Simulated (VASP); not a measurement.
# SbTe2O (P-6m2) in VASP: further runs, part 2 of 2

VASP 6.6.1. Earlier steps stand in the parts before.

## 4. Single point, PBE

File INCAR:

```
SYSTEM = SbTe2O
ALGO = Normal ; EDIFF = 1E-7
ENCUT = 520 ; GGA = PE
ISIF = 2 ; ISMEAR = 0
LASPH = .True. ; LCHARG = .False.
LREAL = .False. ; LWAVE = .False.
NBANDS = 20 ; NELM = 80
PREC = Accurate ; SIGMA = 0.1
```

File KPOINTS:

```
k-points
0
Gamma
  12 12 8
  0 0 0
```

File POSCAR:

```
SbTe2O
1.0
    4.0279757272      0.0000000000      0.0000000000
   -2.0139878636      3.4883293055      0.0000000000
    0.0000000000      0.0000000000      6.9035779143
Sb Te O
1 2 1
Direct
    0.6666666667      0.3333333333      0.5000000000
    0.0000000000      0.0000000000      0.2098813241
    0.0000000000      0.0000000000      0.7901186759
    0.3333333333      0.6666666667      0.0000000000
```

Potentials or basis: VASP PAW PBE potentials, release 64 (Sb, Te, O).

The run is started by

```
> cat potpaw_PBE.64/Sb/POTCAR potpaw_PBE.64/Te/POTCAR potpaw_PBE.64/O/POTCAR > POTCAR
> mpirun -np 1 vasp_std > vasp.out
```

OUTCAR:

```text
SYSTEM = SbTe2O
   EDIFF = 1E-7
   ENCUT = 520
   GGA = PE
   ISIF = 2
   ISMEAR = 0
   LASPH = .True.
   LREAL = .False.
   NELM = 80
   PREC = Accurate

 ion  position               nearest neighbor table
   1  0.667  0.333  0.500-   2 3.07   3 3.07   2 3.07   3 3.07   2 3.07   3 3.07
   2  0.000  0.000  0.210-   4 2.74   4 2.74   4 2.74   3 2.90   1 3.07   1 3.07   1 3.07
   3  0.000  0.000  0.790-   4 2.74   4 2.74   4 2.74   2 2.90   1 3.07   1 3.07   1 3.07
   4  0.333  0.667  0.000-   2 2.74   3 2.74   2 2.74   3 2.74   2 2.74   3 2.74

  LATTYP: Found a hexagonal cell.
 ALAT       =     4.0279757272
 C/A-ratio  =     1.7139075262

  Lattice vectors:

 A1 = (   4.0279757272,   0.0000000000,   0.0000000000)
 A2 = (  -2.0139878636,   3.4883293055,   0.0000000000)
 A3 = (   0.0000000000,   0.0000000000,   6.9035779143)

Analysis of symmetry for initial positions (statically):
=====================================================================
 Subroutine PRICEL returns:
 Original cell was already a primitive cell.

 Routine SETGRP: Setting up the symmetry group for a
 hexagonal supercell.

 Subroutine GETGRP returns: Found 12 space group operations
 (whereof 12 operations were pure point group operations)
 out of a pool of 24 trial point group operations.

The static configuration has the point symmetry D_3h.

Analysis of symmetry for dynamics (positions and initial velocities):
=====================================================================
 Subroutine PRICEL returns:
 Original cell was already a primitive cell.

 Routine SETGRP: Setting up the symmetry group for a
 hexagonal supercell.

 Subroutine GETGRP returns: Found 12 space group operations
 (whereof 12 operations were pure point group operations)
 out of a pool of 24 trial point group operations.

The dynamic configuration has the point symmetry D_3h.

 Subroutine INISYM returns: Found 12 space group operations
[... 120 lines left out ...]
     AMIX     =   0.40;   BMIX     =  1.00
     AMIX_MAG =   1.60;   BMIX_MAG =  1.00
  volume/ion in A,a.u.               =      24.25       163.65
  Fermi-wavevector in a.u.,A,eV,Ry     =   1.013269  1.914800 13.969282  1.026713
  Thomas-Fermi vector in A             =   2.146427
   LORBIT       =      0    0 simple, 1 ext, 2 COOP (PROOUT), +10 PAW based schemes
   GGA     = PE    functional components
   LHFCALC =     F    Hartree Fock is set to
   AEXX    =    0.0000 exact exchange contribution
   IVDW    =     0    specifies the selected vdW correction
   LEPSILON=     F    determine dielectric tensor
   LRPA    =     F    only Hartree local field effects (RPA)
 non-spin polarized calculation
 Gauss-broadening in eV      SIGMA  =   0.10
  energy-cutoff  :      520.00
  volume of cell :       97.00
 maximum number of plane-waves:      2636
 NGX is ok and might be reduce to    30
   NGX = 15   NGY = 15   NGZ = 25

 number of electron      23.0000001 magnetization

 Free energy of the ion-electron system (eV)
  ---------------------------------------------------
  ext. energy  EPLUGINS =         0.00000000
  ---------------------------------------------------
  free energy    TOTEN  =       -14.45646157 eV

  energy without entropy =      -14.43838894  energy(sigma->0) =      -14.44742526

 E-fermi :   6.8447     XC(G=0):  -9.8337

 val. band max:        6.8430810944   @ k =   0.2500   0.1667   0.5000
 cond. band min:       6.8525199586   @ k =   0.5000   0.0000   0.2500
 fundamental gap:      0.0094388642
 Fermi energy:         6.8446670464

 k-point     1 :       0.0000    0.0000    0.0000
  band No.  band energies     occupation
      1     -10.2996      2.00000
      2      -6.0651      2.00000
      3      -4.5504      2.00000
      4      -1.8116      2.00000
      5       3.9231      2.00000
      6       3.9231      2.00000
[... 541 lines left out ...]
     19      14.6555      0.00000
     20      15.6607      0.00000

 [... further k-points ...]

------------------------ aborting loop because EDIFF is reached ----------------------------------------

  FORCE on cell =-STRESS in cart. coord.  units (eV):
  Direction    XX          YY          ZZ          XY          YZ          ZX
  --------------------------------------------------------------------------------------
  -------------------------------------------------------------------------------------
  Total       -0.0807144     -0.0807144     -0.0821336      0.0000000      0.0000000      0.0000000
  in kB       -1.3331620     -1.3331620     -1.3566034      0.0000000      0.0000000      0.0000000
  external PRESSURE =      -1.3409758 kB  Pullay stress =       0.0000000 kB

 VOLUME and BASIS-vectors are now :
 -----------------------------------------------------------------------------
  energy-cutoff  :      520.00
  volume of cell :       97.00
      direct lattice vectors                 reciprocal lattice vectors
     4.027975727  0.000000000  0.000000000     0.248263661  0.143335091  0.000000000
    -2.013987864  3.488329306  0.000000000     0.000000000  0.286670183  0.000000000
     0.000000000  0.000000000  6.903577914     0.000000000  0.000000000  0.144852425

 POSITION                                       TOTAL-FORCE (eV/Angst)
 -----------------------------------------------------------------------------------
      2.01399      1.16278      3.45179         0.000000      0.000000      0.000000
      0.00000      0.00000      1.44893         0.000000      0.000000     -0.012581
      0.00000      0.00000      5.45465         0.000000     -0.000000      0.012581
     -0.00000      2.32555      0.00000        -0.000000      0.000000      0.000000
 -----------------------------------------------------------------------------------
    total drift:                                0.000000     -0.000000     -0.000000

  FREE ENERGIE OF THE ION-ELECTRON SYSTEM (eV)
  ---------------------------------------------------
  free  energy   TOTEN  =       -14.4564615679 eV

  energy  without entropy=      -14.4383889447  energy(sigma->0) =      -14.44742526
```

Run time: 2.6 min. Hardware: 1 thread of Intel Xeon Platinum 8488C (Sapphire Rapids), shared host; peak memory 0.34 GiB.

Results:

```
Free energy            : -14.4565 eV
Pressure               : -0.1 GPa
Largest force          : 0.013 eV/Å
Band gap on the k mesh : zero (an odd number of electrons rules out a gap without spin polarisation)
```

Forces on the atoms (eV/Å):
```
Sb   0.000  0.000  0.000
Te   0.000  0.000 -0.013
Te   0.000  0.000  0.013
O    0.000  0.000  0.000
```

Caveat: spin-orbit coupling is left out, which moves the levels of the heavy elements; an odd number of electrons without spin polarisation forces a metal; a magnetic or distorted state may lie lower.

## 5. Relaxation of cell and atoms, PBE

This run uses another cell than the first one, of 26.16 Å³/atom.

File INCAR:

```
SYSTEM = SbTe2O
PREC = Accurate
ENCUT = 600
EDIFF = 1E-6
ISMEAR = 0
SIGMA = 0.1
LREAL = .FALSE.
LASPH = .TRUE.
NELM = 80
ALGO = Normal
ISIF = 3
LWAVE = .FALSE.
LCHARG = .FALSE.
GGA = PE
IBRION = 2
NSW = 90
EDIFFG = -0.04
```

File KPOINTS:

```
regular mesh
0
G
  6 6 4
  0 0 0
```

File POSCAR:

```
SbTe2O
1.0
    4.5693620300      0.0000000000      0.0000000000
   -2.2846810200      3.9571836000      0.0000000000
    0.0000000000      0.0000000000      5.7860244100
Sb Te O
1 2 1
Direct
    0.6666666700      0.3333333300      0.5000000000
    0.0000000000      0.0000000000      0.2501881100
    0.0000000000      0.0000000000      0.7498118900
    0.3333333300      0.6666666700      0.0000000000
```

The run is started by

```
> cat potpaw_PBE.64/Sb/POTCAR potpaw_PBE.64/Te/POTCAR potpaw_PBE.64/O/POTCAR > POTCAR
> mpirun -np 1 vasp_std > vasp.out
```

Wall time 8.3 min (1 thread of Intel Xeon Platinum 8488C (Sapphire Rapids), shared host); peak memory 0.31 GiB.

It converged, with:

```
Free energy                           : -14.4396 eV
Relaxed volume                        : 24.15 Å³/atom
Relaxed cell                          : a = 4.021 Å, b = 4.021 Å, c = 6.899 Å, α = 90.00°, β = 90.00°, γ = 120.00°
Space group after relaxing (to 0.1 Å) : P-6m2 (No. 187)
Energy gained by relaxing             : 264.4 meV/atom
Ionic steps                           : 12
Pressure after relaxing               : 0.0 GPa
Largest force after relaxing          : 0.027 eV/Å
Band gap on the k mesh                : zero (an odd number of electrons rules out a gap without spin polarisation)
```

Forces in eV/Å, atoms in the order of the input:
```
Sb   0.000  0.000  0.000
Te   0.000  0.000 -0.027
Te   0.000  0.000  0.027
O    0.000  0.000  0.000
```

Stress tensor (GPa, compression positive):
```
 0.06  0.00  0.00
 0.00  0.06  0.00
 0.00  0.00 -0.05
```

Step by step:
```tsv
step	energy change (eV)	largest force (eV/Å)	pressure (GPa)	volume (Å³)
1	0.0000	1.7357	2.69	104.62
2	-0.4141	0.6931	-3.00	111.20
3	-0.4513	0.5461	-4.84	114.29
4	-0.8784	0.0730	-2.78	105.14
5	-1.0031	0.3582	-0.81	99.89
6	-0.8352	1.4320	5.84	89.47
7	-1.0154	0.6425	0.36	97.56
8	-1.0549	0.1211	-0.27	96.67
9	-1.0551	0.1460	-0.21	96.72
10	-1.0570	0.0596	0.16	96.24
11	-1.0570	0.0467	0.25	96.18
12	-1.0574	0.0268	0.02	96.60
```

Final structure:
```yaml
crystal:
  lattice:
    - [4.02081, 0.00000, 0.00000]
    - [-2.01041, 3.48213, 0.00000]
    - [0.00000, 0.00000, 6.89944]
  atoms:
    - { symbol: Sb, position: [0.66667, 0.33333, 0.50000] }
    - { symbol: Te, position: [0.00000, 0.00000, 0.21104] }
    - { symbol: Te, position: [0.00000, 0.00000, 0.78896] }
    - { symbol: O, position: [0.33333, 0.66667, 0.00000] }
```

Levels at points of the mesh, in eV from the Fermi level:
```csv
k point,band 9,band 10,band 11,band 12,band 13,band 14
"(0.00, 0.00, 0.00)",-1.00,-1.00,-0.15,0.15,0.15,1.82
"(0.50, 0.00, 0.00)",-1.67,-1.43,-1.15,-0.77,1.03,1.45
"(0.00, 0.00, 0.50)",-1.07,-1.07,0.00,0.00,1.55,1.83
"(0.50, 0.00, 0.50)",-3.07,-2.63,-0.49,0.45,1.01,1.81
```

Caveat: a cell axis changed by over 15 % at a fixed basis, so the end point is rough; spin-orbit coupling is left out, which moves the levels of the heavy elements; an odd number of electrons without spin polarisation forces a metal; a magnetic or distorted state may lie lower.

## 6. Relaxation of cell and atoms, PBE

File INCAR:

```
  ALGO = Normal
  EDIFF = 1E-7
  EDIFFG = -0.01
  ENCUT = 600
  GGA = PE
  IBRION = 2
  ISIF = 3
  ISMEAR = 0
  LASPH = True
  LCHARG = False
  LREAL = False
  LWAVE = False
  NELM = 60
  NSW = 100
  PREC = Accurate
  SIGMA = 0.1
```

File KPOINTS:

```
k-points
0
Gamma
  12 12 8
```

File POSCAR:

```
SbTe2O
1.0
    4.0305952832      0.0000000000      0.0000000000
   -2.0152976416      3.4905979076      0.0000000000
    0.0000000000      0.0000000000      6.8874664735
Sb Te O
1 2 1
Direct
    0.6666666667      0.3333333333      0.5000000000
    0.0000000000      0.0000000000      0.2110983238
    0.0000000000      0.0000000000      0.7889016762
    0.3333333333      0.6666666667      0.0000000000
```

Potentials or basis: VASP PAW PBE potentials, release 64 (Sb, Te, O).

The run is started by

```
> cat potpaw_PBE.64/Sb/POTCAR potpaw_PBE.64/Te/POTCAR potpaw_PBE.64/O/POTCAR > POTCAR
> mpirun -np 1 vasp_std > vasp.out
```

OUTCAR:

```text
EDIFF = 1E-7
   EDIFFG = -0.01
   ENCUT = 600
   GGA = PE
   IBRION = 2
   ISIF = 3
   ISMEAR = 0
   LASPH = True
   LREAL = False
   NELM = 60
   NSW = 100
   PREC = Accurate

 ion  position               nearest neighbor table
   1  0.667  0.333  0.500-   2 3.06   3 3.06   2 3.06   3 3.06   2 3.06   3 3.06
   2  0.000  0.000  0.211-   4 2.74   4 2.74   4 2.74   3 2.91   1 3.06   1 3.06   1 3.06
   3  0.000  0.000  0.789-   4 2.74   4 2.74   4 2.74   2 2.91   1 3.06   1 3.06   1 3.06
   4  0.333  0.667  0.000-   2 2.74   3 2.74   2 2.74   3 2.74   2 2.74   3 2.74

  LATTYP: Found a hexagonal cell.
 ALAT       =     4.0305952832
 C/A-ratio  =     1.7087963414

  Lattice vectors:

 A1 = (   4.0305952832,   0.0000000000,   0.0000000000)
 A2 = (  -2.0152976416,   3.4905979076,   0.0000000000)
 A3 = (   0.0000000000,   0.0000000000,   6.8874664735)
[... 431 lines left out ...]
      5       3.9484      2.00000
      6       3.9484      2.00000
      7       4.4269      2.00000
      8       5.2243      2.00000
      9       5.9296      2.00000
     10       5.9296      2.00000
     11       6.7512      1.94140
     12       7.0734      0.00770
     13       7.0734      0.00770
     14       8.7327      0.00000
[... 401 lines left out ...]
      2      -5.4903      2.00000
      3      -3.9508      2.00000
      4      -2.0679      2.00000
      5       1.5576      2.00000
      6       2.8002      2.00000
      7       3.1143      2.00000
      8       4.2020      2.00000
      9       5.2912      2.00000
     10       5.3867      2.00000
     11       6.0765      2.00000
     12       6.5775      1.99999
     13       7.6184      0.00000
     14       8.6308      0.00000
     15       9.6360      0.00000

 [... further k-points ...]

------------------------ aborting loop because EDIFF is reached ----------------------------------------

  FORCE on cell =-STRESS in cart. coord.  units (eV):
  Direction    XX          YY          ZZ          XY          YZ          ZX
  --------------------------------------------------------------------------------------
  -------------------------------------------------------------------------------------
  Total        0.0028211      0.0028211      0.0128973      0.0000000      0.0000000      0.0000000
  in kB        0.0467356      0.0467356      0.2136636      0.0000000      0.0000000      0.0000000
  external PRESSURE =       0.1023783 kB  Pullay stress =       0.0000000 kB
[... 19 lines left out ...]
  FREE ENERGIE OF THE ION-ELECTRON SYSTEM (eV)
  ---------------------------------------------------
  free  energy   TOTEN  =       -14.4574973011 eV

  energy  without entropy=      -14.4397574281  energy(sigma->0) =      -14.44862736

 reached required accuracy - stopping structural energy minimisation
```

OSZICAR:

```text
N       E                     dE             d eps       ncg     rms          rms(c)
DAV:   1     0.138262947315E+03    0.13826E+03   -0.97708E+03  2850   0.140E+03
DAV:   2    -0.404837420831E+01   -0.14231E+03   -0.14040E+03  3755   0.223E+02
DAV:   3    -0.168311970290E+02   -0.12783E+02   -0.12619E+02  3720   0.782E+01
[... 65 lines left out ...]
DAV:   4    -0.144574982102E+02    0.26093E-04   -0.18435E-04  3018   0.833E-02    0.218E-02
DAV:   5    -0.144574974110E+02    0.79923E-06   -0.76617E-06  3723   0.192E-02    0.301E-02
DAV:   6    -0.144574976475E+02   -0.23644E-06   -0.69458E-07  2986   0.563E-03    0.256E-02
DAV:   7    -0.144574972607E+02    0.38677E-06   -0.16155E-06  3612   0.783E-03    0.956E-03
DAV:   8    -0.144574973011E+02   -0.40432E-07   -0.23549E-07  1858   0.363E-03
   7 F= -.14457497E+02 E0= -.14448627E+02  d E =-.501203E-04
```

Run time: 7.8 min. Hardware: 1 thread of Intel Xeon Platinum 8488C (Sapphire Rapids), shared host; peak memory 0.38 GiB.

Results:

```yaml
Free_energy: -14.4575 eV
Relaxed_volume: 24.18 Å³/atom
Relaxed_cell: a = 4.022 Å, b = 4.022 Å, c = 6.904 Å, α = 90.00°, β = 90.00°, γ = 120.00°
Space_group_after_relaxing_to_0.1_Å: P-6m2 (No. 187)
Energy_gained_by_relaxing: 0.3 meV/atom
Ionic_steps: 7
Pressure_after_relaxing: 0.0 GPa
Band_gap_on_the_k_mesh: zero (an odd number of electrons rules out a gap without spin polarisation)
```

Step by step:
```tsv
step	energy change (eV)	largest force (eV/Å)	pressure (GPa)	volume (Å³)
1	0.0000	0.1137	-0.02	96.90
2	-0.0009	0.0418	0.00	96.85
3	-0.0010	0.0125	0.02	96.82
4	-0.0010	0.0031	0.02	96.82
5	-0.0011	0.0027	-0.05	96.86
6	-0.0011	0.0025	-0.07	96.88
7	-0.0012	0.0012	0.01	96.71
```

Final structure:
```
CELL_PARAMETERS angstrom
4.02197 0.00000 0.00000
-2.01099 3.48313 0.00000
0.00000 0.00000 6.90354
ATOMIC_POSITIONS crystal
Sb 0.66667 0.33333 0.50000
Te 0.00000 0.00000 0.20970
Te 0.00000 0.00000 0.79030
O 0.33333 0.66667 0.00000
```

Caveat: spin-orbit coupling is left out, which moves the levels of the heavy elements; an odd number of electrons without spin polarisation forces a metal; a magnetic or distorted state may lie lower.

## 7. Summary

| task | cell | k mesh | cutoff (eV) | gap on the mesh (eV) | pressure (GPa) | relaxed volume (Å³/atom) | largest force (eV/Å) |
| --- | --- | --- | --- | --- | --- | --- | --- |
| single point | a = 4.031, b = 4.031, c = 6.887 Å, angles 90.0, 90.0, 120.0°, 4 atoms, atomic positions A | 6 × 6 × 4 | 520 | none | -0.1 | - | 0.02 |
| single point | a = 4.569, b = 4.569, c = 5.786 Å, angles 90.0, 90.0, 120.0°, 4 atoms, atomic positions B | 6 × 6 × 4 | 520 | none | 2.7 | - | 1.74 |
| single point | a = 4.028, b = 4.028, c = 6.904 Å, angles 90.0, 90.0, 120.0°, 4 atoms, atomic positions C | 12 × 12 × 8 | 520 | none | -0.1 | - | 0.01 |
| relaxation of cell and atoms | relaxed from a = 4.569, b = 4.569, c = 5.786 Å, angles 90.0, 90.0, 120.0°, 4 atoms, atomic positions B | 6 × 6 × 4 | 600 | none | 0.0 | 24.15 | 0.03 |
| relaxation of cell and atoms | relaxed from a = 4.031, b = 4.031, c = 6.887 Å, angles 90.0, 90.0, 120.0°, 4 atoms, atomic positions A | 12 × 12 × 8 | 600 | none | 0.0 | 24.18 | - |

Alike in all rows: level PBE; potentials or basis VASP PAW PBE potentials, release 64 (Sb, Te, O); no spin polarisation; smearing gaussian 0.1 eV.

Caveats: spin-orbit coupling is left out, which moves the levels of the heavy elements; an odd number of electrons without spin polarisation forces a metal; a magnetic or distorted state may lie lower; the stress differs along the axes, from -1 to 9 GPa (at least some runs); a cell axis changed by over 15 % at a fixed basis, so the end point is rough (at least some runs).

Absolute energies hang on the potentials; compare differences alone.

The gap in the log of VASP goes by the Fermi energy; the results here count the filled bands.